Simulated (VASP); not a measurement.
# Ir in VASP: further runs, part 2 of 2

VASP 6.6.1. The steps go on from the part before.

### 5 Single point, LDA (engineering shear strain xz -0.1650, engineering shear strain yz +0.0000)

The input, INCAR:

```
SYSTEM = Ir
PREC = Accurate
ENCUT = 520
EDIFF = 1E-6
ISMEAR = 0
SIGMA = 0.15
LREAL = .False.
LASPH = .True.
NELM = 100
ALGO = Fast
ISIF = 2
LWAVE = .False.
LCHARG = .True.
LELF = .True.
LVHAR = .True.
NBANDS = 10
```

The input, KPOINTS:

```
Automatic mesh
0
Gamma
  20 20 20
  0 0 0
```

The input, POSCAR:

```
Ir
1.0
   -0.1571959996      1.9054060557      1.9054060557
    1.7482100561      0.0000000000      1.7482100561
    1.9054060557      1.9054060557     -0.1571959996
Ir
1
Direct
    0.0000000000      0.0000000000      0.0000000000
```

Potentials or basis: VASP PAW LDA potentials, release 64 (Ir).

Started as:

```sh
$ cat potpaw_LDA.64/Ir/POTCAR > POTCAR
$ mpirun -np 1 vasp_std > vasp.out
```

OUTCAR:

```text
SYSTEM = Ir
   PREC = Accurate
   ENCUT = 520
   EDIFF = 1E-6
   ISMEAR = 0
   LREAL = .False.
   LASPH = .True.
   NELM = 100
   ISIF = 2

 ion  position               nearest neighbor table
   1  0.000  0.000  0.000-

  LATTYP: Found a body centered orthorhombic cell.
 ALAT       =     2.4723423712
 B/A-ratio  =     1.1798365123
 C/A-ratio  =     1.5413771797

  Lattice vectors:

 A1 = (   1.9054060557,  -1.9054060557,  -0.1571959996)
 A2 = (  -1.9054060557,  -1.9054060557,   0.1571959996)
 A3 = (   0.1571959996,   1.9054060557,  -1.9054060557)

Analysis of symmetry for initial positions (statically):
=====================================================================
 Subroutine PRICEL returns:
 Original cell was already a primitive cell.

 Routine SETGRP: Setting up the symmetry group for a
 body centered orthorhombic supercell.

 Subroutine GETGRP returns: Found  8 space group operations
 (whereof  8 operations were pure point group operations)
 out of a pool of  8 trial point group operations.

The static configuration has the point symmetry D_2h.

Analysis of symmetry for dynamics (positions and initial velocities):
[... 165 lines left out ...]
 k-point     1 :       0.0000    0.0000    0.0000
  band No.  band energies     occupation
      1      -0.5781      2.00000
      2       5.5530      2.00000
      3       5.8861      2.00000
      4       8.2443      2.00000
      5       9.9320      2.00000
      6      10.0120      2.00000
      7      24.8497      0.00000
      8      28.4552      0.00000
      9      31.2439      0.00000
     10      33.9370      0.00000
[... 287 lines left out ...]
 k-point    24 :      -0.4000    0.0500    0.0000
  band No.  band energies     occupation
      1       2.2457      2.00000
      2       5.7490      2.00000
      3       8.0141      2.00000
      4       8.1511      2.00000
      5      10.5792      1.83869
      6      12.3468      0.00000
      7      18.4800      0.00000
      8      25.9683      0.00000
      9      31.1214      0.00000
     10      33.9115      0.00000

 [... further k-points ...]

------------------------ aborting loop because EDIFF is reached ----------------------------------------

  FORCE on cell =-STRESS in cart. coord.  units (eV):
  Direction    XX          YY          ZZ          XY          YZ          ZX
  --------------------------------------------------------------------------------------
  -------------------------------------------------------------------------------------
  Total        2.1823342      0.1488128      2.1823342      0.0000000      0.0000000      4.1404853
  in kB      254.4516314     17.3509955    254.4516314      0.0000000      0.0000000    482.7643950
  external PRESSURE =     175.4180861 kB  Pullay stress =       0.0000000 kB

 VOLUME and BASIS-vectors are now :
 -----------------------------------------------------------------------------
  energy-cutoff  :      520.00
  volume of cell :       13.74
      direct lattice vectors                 reciprocal lattice vectors
    -0.157196000  1.905406056  1.905406056    -0.242412248  0.262411258  0.242412248
     1.748210056  0.000000000  1.748210056     0.286006821 -0.262411258  0.286006821
     1.905406056  1.905406056 -0.157196000     0.242412248  0.262411258 -0.242412248

 POSITION                                       TOTAL-FORCE (eV/Angst)
 -----------------------------------------------------------------------------------
      0.00000      0.00000      0.00000        -0.000000     -0.000000     -0.000000
 -----------------------------------------------------------------------------------
    total drift:                               -0.000000      0.000000     -0.000000

  FREE ENERGIE OF THE ION-ELECTRON SYSTEM (eV)
  ---------------------------------------------------
  free  energy   TOTEN  =        -9.9732266930 eV

  energy  without entropy=       -9.9607411781  energy(sigma->0) =       -9.96698394
```

OSZICAR:

```text
N       E                     dE             d eps       ncg     rms          rms(c)
DAV:   1     0.477416979635E+02    0.47742E+02   -0.43616E+03 23450   0.824E+02
DAV:   2    -0.959432443050E+01   -0.57336E+02   -0.54560E+02 23908   0.199E+02
DAV:   3    -0.105275593185E+02   -0.93323E+00   -0.92884E+00 27430   0.310E+01
DAV:   4    -0.105365262671E+02   -0.89669E-02   -0.89648E-02 26688   0.278E+00
DAV:   5    -0.105367159959E+02   -0.18973E-03   -0.18973E-03 27296   0.385E-01    0.178E+01
RMM:   6    -0.100691933233E+02    0.46752E+00   -0.34106E-01 24353   0.734E+00    0.738E+00
RMM:   7    -0.997851582482E+01    0.90677E-01   -0.16074E-01 24815   0.359E+00    0.170E+00
RMM:   8    -0.997591143981E+01    0.26044E-02   -0.20413E-02 29046   0.195E+00    0.116E+00
RMM:   9    -0.997438762216E+01    0.15238E-02   -0.41630E-03 29130   0.534E-01    0.430E-01
RMM:  10    -0.997320157991E+01    0.11860E-02   -0.26646E-03 24798   0.775E-01    0.564E-02
RMM:  11    -0.997323612119E+01   -0.34541E-04   -0.24624E-04 30148   0.134E-01    0.777E-02
RMM:  12    -0.997324156948E+01   -0.54483E-05   -0.48111E-05 31980   0.532E-02    0.739E-02
RMM:  13    -0.997323545103E+01    0.61184E-05   -0.28700E-06 24395   0.178E-02    0.518E-02
RMM:  14    -0.997322669038E+01    0.87606E-05   -0.40320E-05 36040   0.781E-02    0.461E-02
RMM:  15    -0.997322893845E+01   -0.22481E-05   -0.21247E-06 23036   0.177E-02    0.570E-02
RMM:  16    -0.997322732514E+01    0.16133E-05   -0.71484E-07 13686   0.135E-02    0.406E-02
RMM:  17    -0.997322669299E+01    0.63215E-06   -0.17498E-07 13191   0.502E-03
   1 F= -.99732267E+01 E0= -.99669839E+01  d E =-.124855E-01
```

It took 1.8 min on 1 thread of Intel Xeon Platinum 8375C at 2.90GHz (Ice Lake), shared host; peak memory 0.27 GiB.

Results:

```yaml
Free_energy: -9.9732 eV
Pressure: 17.5 GPa
Band_gap_on_the_k_mesh: zero (an odd number of electrons rules out a gap without spin polarisation)
```

Stress tensor (GPa, compression positive):
```
25.45  0.00 48.28
 0.00  1.74  0.00
48.28  0.00 25.45
```

Caveat: the cell differs from its parent crystal (engineering shear strain xz -0.1650, engineering shear strain yz +0.0000); the cell stands under pressure; spin-orbit coupling is left out, which moves the levels of the heavy elements.

### 6 Single point, LDA (engineering shear strain xz -0.1100, engineering shear strain yz +0.0000)

The input, INCAR:

```
SYSTEM = Ir
PREC = Accurate
ENCUT = 520
EDIFF = 1E-6
ISMEAR = 0
SIGMA = 0.15
LREAL = .False.
LASPH = .True.
NELM = 80
ALGO = Fast
ISIF = 2
LWAVE = .False.
LCHARG = .False.
GGA = CA
NBANDS = 10
```

The input, KPOINTS:

```
regular mesh
0
Gamma
  20 20 20
  0 0 0
```

The input, POSCAR:

```
Ir
1.0
   -0.1047973331      1.9054060557      1.9054060557
    1.8006087226      0.0000000000      1.8006087226
    1.9054060557      1.9054060557     -0.1047973331
Ir
1
Direct
    0.0000000000      0.0000000000      0.0000000000
```

Potentials or basis: VASP PAW LDA potentials, release 64 (Ir).

Started as:

```sh
$ cat potpaw_LDA.64/Ir/POTCAR > POTCAR
$ mpirun -np 1 vasp_std > vasp.out
```

It took 1.8 min on 1 thread of Intel Xeon Platinum 8375C at 2.90GHz (Ice Lake), shared host; peak memory 0.28 GiB.

It converged, with:

```yaml
Free_energy: -10.1724 eV
Pressure: 9.5 GPa
Band_gap_on_the_k_mesh: zero (an odd number of electrons rules out a gap without spin polarisation)
```

Stress tensor (GPa, compression positive):
```
12.81  0.00 32.84
 0.00  2.82  0.00
32.84  0.00 12.81
```

Levels at points of the mesh, in eV from the Fermi level:
```csv
k point,band 1,band 2,band 3,band 4,band 5,band 6,band 7,band 8
"(0.00, 0.00, 0.00)",-11.31,-4.83,-4.41,-3.04,-1.02,-0.96,14.24,18.41
"(0.50, 0.00, 0.00)",-8.48,-4.76,-3.15,-1.23,0.29,1.33,6.86,14.40
"(0.00, 0.50, 0.00)",-8.22,-4.95,-3.49,-0.08,0.70,1.55,8.65,13.51
"(0.50, 0.50, 0.00)",-8.15,-7.59,0.61,1.49,1.91,1.94,11.20,11.89
"(0.50, 0.00, 0.50)",-8.22,-7.63,1.09,1.63,1.67,1.79,9.89,10.91
```

Caveat: the cell differs from its parent crystal (engineering shear strain xz -0.1100, engineering shear strain yz +0.0000); the cell stands under pressure; spin-orbit coupling is left out, which moves the levels of the heavy elements.

### 7 The runs side by side

```csv
cell,further INCAR settings,gap on the mesh (eV),pressure (GPa)
"a = 2.703, b = 2.398 Å, angles 63.7, 67.2, 63.7°, 1 atom",ALGO = Fast; EDIFF = 1e-07; NBANDS = 10,none,29.5
"a = 2.698, b = 2.497 Å, angles 62.4, 64.8, 62.4°, 1 atom",ALGO = Fast; EDIFF = 1e-07; NBANDS = 10,none,14.6
"a = 2.629, b = 2.399, c = 2.707 Å, angles 65.6, 68.2, 64.8°, 1 atom",ALGO = Fast; EDIFF = 1e-07; NBANDS = 10,none,31.1
"a = 2.699, b = 2.472 Å, angles 62.7, 65.4, 62.7°, 1 atom",ALGO = Fast; EDIFF = 1e-06; NBANDS = 10,none,17.5
"a = 2.697, b = 2.546 Å, angles 61.8, 63.6, 61.8°, 1 atom",ALGO = Fast; EDIFF = 1e-06; NBANDS = 10,none,9.5
```

Alike in all rows: task single point; level LDA; potentials or basis VASP PAW LDA potentials, release 64 (Ir); no spin polarisation; k mesh 20 × 20 × 20; cutoff (eV) 520; smearing gaussian 0.15 eV.

Caveats: the cell stands under pressure; spin-orbit coupling is left out, which moves the levels of the heavy elements.

Total energies depend on the potentials used, so only differences within one code and one set of settings carry meaning.
